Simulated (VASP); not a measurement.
# ZnSe (F-43m) in VASP: further runs

The runs below take ZnSe through single point, with PBEsol.

All numbers are computed with VASP 6.6.1; they aren't measurements. Logs are shortened: lines on timing, memory, paths and dates and some standing lists are left out, and cuts for length are marked.

### Step 1. The cell of the first run

The structure is cubic, space group F-43m (No. 216). The conventional cell has a = 5.295 Å, b = 5.295 Å, c = 5.295 Å, α = 90.00°, β = 90.00°, γ = 90.00°. Zn (site symmetry -43m) has 4 Se at 2.29 Å within 3.0 Å. Se (site symmetry -43m) has 4 Zn at 2.29 Å within 3.0 Å.

### Step 2. Single point, PBEsol

Input file INCAR:

```
SYSTEM = ZnSe
PREC     = Accurate       ! precision mode
ENCUT    = 520            ! plane-wave cutoff, eV
EDIFF    = 1E-7           ! SCF threshold, eV
ISMEAR   = 0              ! smearing method
SIGMA    = 0.02           ! smearing width, eV
LREAL    = .False.        ! projectors in reciprocal space
LASPH    = .True.         ! aspherical terms in the spheres
NELM     = 80             ! most SCF steps
ALGO     = Normal         ! electronic algorithm
ISIF     = 2              ! what is computed and relaxed
LWAVE    = .False.        ! write WAVECAR
LCHARG   = .True.         ! write CHGCAR
GGA      = PS             ! functional
LELF     = .True.         ! ELF
LVHAR    = .True.       
NBANDS   = 26             ! bands
```

Input file KPOINTS:

```
Automatic mesh
0
Gamma
  8 8 6
  0 0 0
```

Input file POSCAR:

```
ZnSe
1.0
    2.6476262570      2.6476262570      0.0000000000
   -2.6476262570      2.6476262570      0.0000000000
    0.0000000000      0.0000000000      5.2952525139
Zn Se
2 2
Direct
    0.0000000000      0.0000000000      0.0000000000
    0.5000000000      0.5000000000      0.5000000000
    0.5000000000      0.0000000000      0.2500000000
    0.0000000000      0.5000000000      0.7500000000
```

Potentials or basis: VASP PAW PBE potentials, release 64 (Zn, Se).

On the command line:

```sh
cat potpaw_PBE.64/Zn/POTCAR potpaw_PBE.64/Se/POTCAR > POTCAR
mpirun -np 1 vasp_std > vasp.out
```

OUTCAR:

```text
SYSTEM = ZnSe
   PREC = Accurate
   ENCUT = 520
   EDIFF = 1E-7
   ISMEAR = 0
   LREAL = .False.
   LASPH = .True.
   NELM = 80
   ISIF = 2
   GGA = PS

 ion  position               nearest neighbor table
   1  0.000  0.000  0.000-   3 2.29   4 2.29   4 2.29   3 2.29
   2  0.500  0.500  0.500-   3 2.29   4 2.29   3 2.29   4 2.29
   3  0.500  0.000  0.250-   1 2.29   2 2.29   2 2.29   1 2.29
   4  0.000  0.500  0.750-   1 2.29   2 2.29   1 2.29   2 2.29

  LATTYP: Found a simple tetragonal cell.
 ALAT       =     3.7443089607
 C/A-ratio  =     1.4142135623

  Lattice vectors:

 A1 = (   2.6476262570,   2.6476262570,   0.0000000000)
 A2 = (  -2.6476262570,   2.6476262570,   0.0000000000)
 A3 = (   0.0000000000,   0.0000000000,   5.2952525139)

Analysis of symmetry for initial positions (statically):
=====================================================================
 Subroutine PRICEL returns following result:

  LATTYP: Found a face centered cubic cell.
 ALAT       =     5.2952525140

  Lattice vectors:

 A1 = (   0.0000000000,  -2.6476262570,  -2.6476262570)
 A2 = (   2.6476262570,   0.0000000000,  -2.6476262570)
 A3 = (   2.6476262570,  -2.6476262570,   0.0000000000)

   2 primitive cells build up your supercell.

 Routine SETGRP: Setting up the symmetry group for a
 simple tetragonal supercell.

 Subroutine GETGRP returns: Found  8 space group operations
 (whereof  8 operations were pure point group operations)
 out of a pool of 16 trial point group operations.

The static configuration has the point symmetry D_2d.

Analysis of symmetry for dynamics (positions and initial velocities):
=====================================================================
 Subroutine PRICEL returns following result:

  LATTYP: Found a face centered cubic cell.
 ALAT       =     5.2952525140

  Lattice vectors:

 A1 = (   0.0000000000,  -2.6476262570,  -2.6476262570)
 A2 = (   2.6476262570,   0.0000000000,  -2.6476262570)
 A3 = (   2.6476262570,  -2.6476262570,   0.0000000000)

   2 primitive cells build up your supercell.

 Routine SETGRP: Setting up the symmetry group for a
 simple tetragonal supercell.

 Subroutine GETGRP returns: Found  8 space group operations
 (whereof  8 operations were pure point group operations)
 out of a pool of 16 trial point group operations.

The dynamic configuration has the point symmetry D_2d.

[... 90 lines left out ...]
   ISTART =      0    job   : 0-new  1-cont  2-samecut
   ICHARG =      2    charge: 1-file 2-atom 10-const
   ISPIN  =      1    spin polarized calculation?
   LNONCOLLINEAR =      F non collinear calculations
   LSORBIT =      F    spin-orbit coupling
   LASPH  =      T    aspherical Exc in radial PAW
   ENCUT  =  520.0 eV  38.22 Ry    6.18 a.u.   6.96  6.96  9.85*2*pi/ulx,y,z
   NELM   =     80;   NELMIN=  2; NELMDL= -5     # of ELM steps
   EDIFF  = 0.1E-06   stopping-criterion for ELM
   LREAL  =      F    real-space projection
   EDIFFG = 0.1E-05   stopping-criterion for IOM
   NSW    =      0    number of steps for IOM
   IBRION =     -1    ionic relax: 0-MD 1-quasi-New 2-CG
   NFREE  =      0    steps in history (QN), initial steepest desc. (CG)
   ISIF   =      2    stress and relaxation
   ISYM   =      2    0-nonsym 1-usesym 2-fastsym
   POTIM  = 0.5000    time-step for ionic-motion
   TEBEG  =    0.0;   TEEND  =   0.0 temperature during run
   PSTRESS=    0.0 pullay stress
   NELECT =      36.0000    total number of electrons
   NUPDOWN=      -1.0000    fix difference up-down
   EMIN   =  10.00;   EMAX   =-10.00  energy-range for DOS
   EFERMI =   0.00;   METHOD = LEGACY
   ISMEAR =     0;   SIGMA  =   0.02  broadening in eV -4-tet -1-fermi 0-gaus
   EFERMI_NEDOS =   21; number of points for ismear=-14 and -15
   IALGO  =     38    algorithm
   IMIX   =      4    mixing-type and parameters
     AMIX     =   0.40;   BMIX     =  1.00
     AMIX_MAG =   1.60;   BMIX_MAG =  1.00
  volume/ion in A,a.u.               =      18.56       125.25
  Fermi-wavevector in a.u.,A,eV,Ry     =   1.286172  2.430512 22.507274  1.654238
  Thomas-Fermi vector in A             =   2.418262
   LORBIT       =      0    0 simple, 1 ext, 2 COOP (PROOUT), +10 PAW based schemes
   GGA     = PS    functional components
   LHFCALC =     F    Hartree Fock is set to
   AEXX    =    0.0000 exact exchange contribution
   IVDW    =     0    specifies the selected vdW correction
   LEPSILON=     F    determine dielectric tensor
   LRPA    =     F    only Hartree local field effects (RPA)
 non-spin polarized calculation
 Gauss-broadening in eV      SIGMA  =   0.02
  energy-cutoff  :      520.00
  volume of cell :       74.24
 maximum number of plane-waves:      2024
 NGX is ok and might be reduce to    28
   NGX = 13   NGY = 13   NGZ = 19

 number of electron      36.0000068 magnetization

 Free energy of the ion-electron system (eV)
  ---------------------------------------------------
  ext. energy  EPLUGINS =         0.00000000
  ---------------------------------------------------
  free energy    TOTEN  =       -12.77564299 eV

  energy without entropy =      -12.77564299  energy(sigma->0) =      -12.77564299

 E-fermi :   3.5863     XC(G=0): -10.4848

 val. band max:        3.4692021283   @ k =   0.0000   0.0000   0.0000
 cond. band min:       5.5124991867   @ k =   0.0000   0.0000   0.0000
 fundamental gap:      2.0432970584
 Fermi energy:         3.5863210329

 k-point     1 :       0.0000    0.0000    0.0000
  band No.  band energies     occupation
      1     -11.3667      2.00000
      2      -9.7466      2.00000
      3      -4.2397      2.00000
      4      -4.0733      2.00000
      5      -4.0733      2.00000
      6      -4.0733      2.00000
[... 685 lines left out ...]
     25      11.8433      0.00000
     26      11.8433      0.00000

 [... further k-points ...]
[... 5 lines left out ...]
  --------------------------------------------------------------------------------------
  -------------------------------------------------------------------------------------
  Total        8.8007732      8.8007732      8.7964027      0.0000000     -0.0000000      0.0000000
  in kB      189.9334171    189.9334171    189.8390952      0.0000000     -0.0000000      0.0000000
  external PRESSURE =     189.9019765 kB  Pullay stress =       0.0000000 kB

 VOLUME and BASIS-vectors are now :
 -----------------------------------------------------------------------------
  energy-cutoff  :      520.00
  volume of cell :       74.24
      direct lattice vectors                 reciprocal lattice vectors
     2.647626257  2.647626257  0.000000000     0.188848407  0.188848407  0.000000000
    -2.647626257  2.647626257  0.000000000    -0.188848407  0.188848407  0.000000000
     0.000000000  0.000000000  5.295252514     0.000000000  0.000000000  0.188848407

 POSITION                                       TOTAL-FORCE (eV/Angst)
 -----------------------------------------------------------------------------------
      0.00000      0.00000      0.00000         0.000000      0.000000      0.000000
      0.00000      2.64763      2.64763         0.000000      0.000000     -0.000000
      1.32381      1.32381      1.32381        -0.000000     -0.000000     -0.000000
     -1.32381      1.32381      3.97144        -0.000000     -0.000000      0.000000
 -----------------------------------------------------------------------------------
    total drift:                               -0.000000      0.000000      0.000000

  FREE ENERGIE OF THE ION-ELECTRON SYSTEM (eV)
  ---------------------------------------------------
  free  energy   TOTEN  =       -12.7756429933 eV

  energy  without entropy=      -12.7756429933  energy(sigma->0) =      -12.77564299
```

Wall time 3.7 min (1 thread of AMD EPYC 7R13, shared host); peak memory 0.21 GiB.

What came out:

| Property | Result |
| --- | --- |
| Free energy | -12.7756 eV |
| Pressure | 19.0 GPa |
| Band gap on the k mesh | 2.04 eV |

Caveat: the PAW data sets were made with another functional, which shifts forces and pressure a little. A k mesh can miss the band edges.

### Step 3. Single point, PBEsol (equal strain along all axes, cell held: -4.0 %)

Input file INCAR:

```
SYSTEM = ZnSe
  PREC = Accurate
  ENCUT = 520
  EDIFF = 1E-6
  ISMEAR = 0
  SIGMA = 0.02
  LREAL = .FALSE.
  LASPH = .TRUE.
  NELM = 100
  ALGO = Normal
  ISIF = 2
  LWAVE = .FALSE.
  LCHARG = .FALSE.
  GGA = PS
  NBANDS = 26
```

Input file KPOINTS:

```
Automatic mesh
0
G
  8 8 6
  0 0 0
```

Input file POSCAR:

```
ZnSe
1.0
    2.7039587305      2.7039587305      0.0000000000
   -2.7039587305      2.7039587305      0.0000000000
    0.0000000000      0.0000000000      5.4079174610
Zn Se
2 2
Direct
    0.0000000000      0.0000000000      0.0000000000
    0.5000000000      0.5000000000      0.5000000000
    0.5000000000      0.0000000000      0.2500000000
    0.0000000000      0.5000000000      0.7500000000
```

Potentials or basis: VASP PAW PBE potentials, release 64 (Zn, Se).

On the command line:

```sh
cat potpaw_PBE.64/Zn/POTCAR potpaw_PBE.64/Se/POTCAR > POTCAR
mpirun -np 1 vasp_std > vasp.out
```

It took 3.7 min on 1 thread of AMD EPYC 7R13, shared host; peak memory 0.22 GiB.

It converged, with:

```
Free energy            : -13.2220 eV
Pressure               : 11.0 GPa
Band gap on the k mesh : 1.76 eV
```

Levels at points of the mesh, in eV from the valence-band top:
| k point | band 15 | band 16 | band 17 | band 18 | band 19 | band 20 | band 21 | band 22 |
| --- | --- | --- | --- | --- | --- | --- | --- | --- |
| (0.00, 0.00, 0.00) | -2.77 | 0.00 | 0.00 | 0.00 | 1.76 | 2.48 | 3.28 | 5.65 |
| (0.50, 0.00, 0.00) | -3.19 | -3.19 | -1.16 | -1.16 | 4.34 | 4.34 | 6.50 | 6.50 |
| (0.50, 0.50, 0.00) | -2.77 | -2.77 | -2.77 | -2.77 | 2.48 | 2.48 | 3.28 | 3.28 |
| (0.00, 0.00, 0.50) | -1.61 | -1.61 | -1.61 | -1.61 | 3.61 | 3.61 | 4.32 | 4.32 |
| (0.50, 0.00, 0.50) | -1.10 | -1.10 | -1.10 | -1.10 | 2.68 | 2.68 | 6.24 | 6.24 |
| (0.50, 0.50, 0.50) | -3.44 | -3.44 | -3.43 | -3.43 | 5.34 | 5.34 | 6.16 | 6.16 |

Caveat: the cell differs from its parent crystal (equal strain along all axes, cell held: -4.0 %); the PAW data sets were made with another functional, which shifts forces and pressure a little.

### Step 4. Single point, PBEsol

This run uses another cell than the first one, of 19.77 Å³/atom, 1.065 times its volume.

Input file INCAR:

```
ALGO = Normal
EDIFF = 1E-7
ENCUT = 520
GGA = PS
ISIF = 2
ISMEAR = 0
LASPH = True
LCHARG = False
LREAL = False
LWAVE = False
NBANDS = 26
NELM = 80
PREC = Accurate
SIGMA = 0.02
```

Input file KPOINTS:

```
k-points
0
Gamma
  8 8 6
```

POSCAR is that of step 3.

On the command line:

```sh
cat potpaw_PBE.64/Zn/POTCAR potpaw_PBE.64/Se/POTCAR > POTCAR
mpirun -np 1 vasp_std > vasp.out
```

It took 4.1 min on 1 thread of AMD EPYC 7R13, shared host; peak memory 0.22 GiB.

It converged, with:

- Free energy: -13.2220 eV
- Pressure: 11.0 GPa
- Band gap on the k mesh: 1.76 eV

Levels at points of the mesh, in eV from the valence-band top:
| k point | band 15 | band 16 | band 17 | band 18 | band 19 | band 20 | band 21 | band 22 |
| --- | --- | --- | --- | --- | --- | --- | --- | --- |
| (0.00, 0.00, 0.00) | -2.77 | 0.00 | 0.00 | 0.00 | 1.76 | 2.48 | 3.28 | 5.65 |
| (0.50, 0.00, 0.00) | -3.19 | -3.19 | -1.16 | -1.16 | 4.34 | 4.34 | 6.50 | 6.50 |
| (0.50, 0.50, 0.00) | -2.77 | -2.77 | -2.77 | -2.77 | 2.48 | 2.48 | 3.28 | 3.28 |
| (0.00, 0.00, 0.50) | -1.61 | -1.61 | -1.61 | -1.61 | 3.61 | 3.61 | 4.32 | 4.32 |
| (0.50, 0.00, 0.50) | -1.10 | -1.10 | -1.10 | -1.10 | 2.68 | 2.68 | 6.24 | 6.24 |
| (0.50, 0.50, 0.50) | -3.44 | -3.44 | -3.43 | -3.43 | 5.34 | 5.34 | 6.16 | 6.16 |

Caveat: the PAW data sets were made with another functional, which shifts forces and pressure a little. As with any semilocal functional, this PBEsol gap is likely too small.

### Step 5. Single point, PBEsol (equal strain along all axes, cell held: -2.0 %)

Input file INCAR:

```
  PREC = Accurate
  ENCUT = 520
  EDIFF = 1E-6
  ISMEAR = 0
  SIGMA = 0.02
  LREAL = F
  LASPH = T
  NELM = 100
  ALGO = Normal
  ISIF = 2
  LWAVE = F
  LCHARG = F
  GGA = PS
  NBANDS = 26
```

Input file KPOINTS:

```
regular mesh
0
Gamma
  8 8 6
```

Input file POSCAR:

```
ZnSe
1.0
    2.7602912041      2.7602912041      0.0000000000
   -2.7602912041      2.7602912041      0.0000000000
    0.0000000000      0.0000000000      5.5205824081
Zn Se
2 2
Direct
    0.0000000000      0.0000000000      0.0000000000
    0.5000000000      0.5000000000      0.5000000000
    0.5000000000      0.0000000000      0.2500000000
    0.0000000000      0.5000000000      0.7500000000
```

On the command line:

```sh
cat potpaw_PBE.64/Zn/POTCAR potpaw_PBE.64/Se/POTCAR > POTCAR
mpirun -np 1 vasp_std > vasp.out
```

Run time: 3.5 min. Hardware: 1 thread of AMD EPYC 7R13, shared host; peak memory 0.23 GiB.

The run converged. Its results:

```
Free energy            : -13.4668 eV
Pressure               : 4.9 GPa
Band gap on the k mesh : 1.49 eV
```

Levels at points of the mesh, in eV from the valence-band top:
```
           k point  band 15  band 16  band 17  band 18  band 19  band 20  band 21  band 22
(0.00, 0.00, 0.00)    -2.51     0.00     0.00     0.00     1.49     2.65     3.34     5.69
(0.50, 0.00, 0.00)    -2.91    -2.91    -1.05    -1.05     4.25     4.25     6.39     6.39
(0.50, 0.50, 0.00)    -2.51    -2.51    -2.51    -2.51     2.65     2.65     3.34     3.34
(0.00, 0.00, 0.50)    -1.45    -1.45    -1.45    -1.45     3.72     3.72     4.16     4.16
(0.50, 0.00, 0.50)    -1.00    -1.00    -1.00    -1.00     2.58     2.58     6.28     6.28
(0.50, 0.50, 0.50)    -3.14    -3.14    -3.10    -3.10     5.35     5.35     5.88     5.88
```

Caveat: the cell differs from its parent crystal (equal strain along all axes, cell held: -2.0 %); the PAW data sets were made with another functional, which shifts forces and pressure a little.

### Step 6. Single point, PBEsol

This run uses another cell than the first one, of 22.35 Å³/atom, 1.204 times its volume.

Input file INCAR:

```
ALGO = Normal
EDIFF = 1E-7
ENCUT = 520
GGA = PS
ISIF = 2
ISMEAR = 0
LASPH = True
LCHARG = True
LELF = True
LREAL = False
LVHAR = True
LWAVE = False
NBANDS = 26
NELM = 80
PREC = Accurate
SIGMA = 0.02
```

Input file KPOINTS:

```
k-points
0
Gamma
  8 8 6
```

Input file POSCAR:

```
ZnSe
1.0
    2.8166236776      2.8166236776      0.0000000000
   -2.8166236776      2.8166236776      0.0000000000
    0.0000000000      0.0000000000      5.6332473552
Zn Se
2 2
Direct
    0.0000000000      0.0000000000      0.0000000000
    0.5000000000      0.5000000000      0.5000000000
    0.5000000000      0.0000000000      0.2500000000
    0.0000000000      0.5000000000      0.7500000000
```

Potentials or basis: VASP PAW PBE potentials, release 64 (Zn, Se).

On the command line:

```sh
cat potpaw_PBE.64/Zn/POTCAR potpaw_PBE.64/Se/POTCAR > POTCAR
mpirun -np 1 vasp_std > vasp.out
```

Run time: 2.7 min. Hardware: 1 thread of AMD EPYC 7R13, shared host; peak memory 0.23 GiB.

The run converged. Its results:

```yaml
Free_energy: -13.5476 eV
Pressure: 0.3 GPa
Band_gap_on_the_k_mesh: 1.24 eV
```

Levels at points of the mesh, in eV from the valence-band top:
| k point | band 14 | band 15 | band 16 | band 17 | band 18 | band 19 | band 20 | band 21 | band 22 | band 23 |
| --- | --- | --- | --- | --- | --- | --- | --- | --- | --- | --- |
| (0.00, 0.00, 0.00) | -2.28 | -2.28 | 0.00 | 0.00 | 0.00 | 1.24 | 2.80 | 3.37 | 5.73 | 5.73 |
| (0.50, 0.00, 0.00) | -4.25 | -2.65 | -2.65 | -0.95 | -0.95 | 4.11 | 4.11 | 6.29 | 6.29 | 6.74 |
| (0.50, 0.50, 0.00) | -4.87 | -2.28 | -2.28 | -2.28 | -2.28 | 2.80 | 2.80 | 3.37 | 3.37 | 10.74 |
| (0.00, 0.00, 0.50) | -2.94 | -1.31 | -1.31 | -1.31 | -1.31 | 3.82 | 3.82 | 3.97 | 3.97 | 8.01 |
| (0.50, 0.00, 0.50) | -5.40 | -0.90 | -0.90 | -0.90 | -0.90 | 2.48 | 2.48 | 6.30 | 6.30 | 6.30 |
| (0.50, 0.50, 0.50) | -4.81 | -2.88 | -2.88 | -2.79 | -2.79 | 5.36 | 5.36 | 5.60 | 5.60 | 6.91 |

Caveat: the PAW data sets were made with another functional, which shifts forces and pressure a little.

### Step 7. The runs side by side

| cell | gap on the mesh (eV) | pressure (GPa) |
| --- | --- | --- |
| a = 3.744, b = 3.744, c = 5.295 Å, 4 atoms | 2.04 | 19.0 |
| a = 3.824, b = 3.824, c = 5.408 Å, 4 atoms | 1.76 | 11.0 |
| a = 3.904, b = 3.904, c = 5.521 Å, 4 atoms | 1.49 | 4.9 |
| a = 3.983, b = 3.983, c = 5.633 Å, 4 atoms | 1.24 | 0.3 |

Alike in all rows: task single point; level PBEsol; potentials or basis VASP PAW PBE potentials, release 64 (Zn, Se); no spin polarisation; k mesh 8 × 8 × 6; cutoff (eV) 520; smearing gaussian 0.02 eV.

Caveats: the PAW data sets were made with another functional, which shifts forces and pressure a little.

Absolute energies hang on the potentials; compare differences alone.
